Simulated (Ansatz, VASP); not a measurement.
CuO in VASP and in Ansatz

File INCAR:

```
PREC = Accurate
ENCUT = 820
EDIFF = 1E-6
ISMEAR = 0
SIGMA = 0.1
LREAL = F
LASPH = T
NELM = 120
ALGO = Normal
ISIF = 2
LWAVE = F
LCHARG = F
GGA = PS
NBANDS = 33
GGA_COMPAT = F
```

File KPOINTS:

```
Automatic mesh
0
Gamma
  4 4 4
```

The input POSCAR:

```
CuO
1.0
    1.9909680000     -2.1535500000      0.0000000000
    1.9909680000      2.1535500000      0.0000000000
    0.0000000000      0.0000000000      5.1559280000
Cu O
2 2
Direct
    0.0000000000      0.5000000000      0.0000000000
    0.5000000000      0.0000000000      0.5000000000
    0.5000000000      0.5000000000      0.2500000000
    0.5000000000      0.5000000000      0.7500000000
```

Input for Ansatz:

```yaml
crystal:
  lattice:
    - [1.990968, -2.15355, 0.0]
    - [1.990968, 2.15355, 0.0]
    - [0.0, 0.0, 5.155928]
  atoms:
    - { symbol: Cu, position: [0.0, 0.5, 0.0] }
    - { symbol: Cu, position: [0.5, 0.0, 0.5] }
    - { symbol: O, position: [0.5, 0.5, 0.25] }
    - { symbol: O, position: [0.5, 0.5, 0.75] }
basis:
  ecutwfc: 420
kpoints:
  mp_grid: { grid: [4, 4, 4] }
hamiltonian:
  xc: pbesol
scf:
  occupations: { method: gaussian, width: 0.1 }
output:
  forces: true
  stress: true
  eigenvalues: true
```

Alike in both runs: task single point; functional PBEsol; k mesh 4 × 4 × 4; occupations gaussian, width 0.1 eV; no spin polarisation.

|  | VASP | Ansatz |
| --- | --- | --- |
| version | VASP 6.6.1 | Ansatz 0.2.0 |
| potentials or method | VASP PAW PBE potentials, release 64 (Cu_sv_GW, O), cutoff 820 eV | scalar-relativistic, plane waves, PAW |
| valence electrons in the cell | 50 | 50 |

|  | VASP | Ansatz | Ansatz less VASP |
| --- | --- | --- | --- |
| gap on the k mesh at the Fermi level (eV) | none | none | - |
| pressure (GPa) | -6.9 | -6.1 | +0.77 |
| traceless stress, the component that is largest in VASP (GPa) | 1.55 | 1.58 | +0.030 |

VASP's potentials were made for PBE, not for PBEsol. A gap of «none» marks a metal or a gap that the smearing closes.

The k mesh is coarse, so the values compare programs but aren't converged.
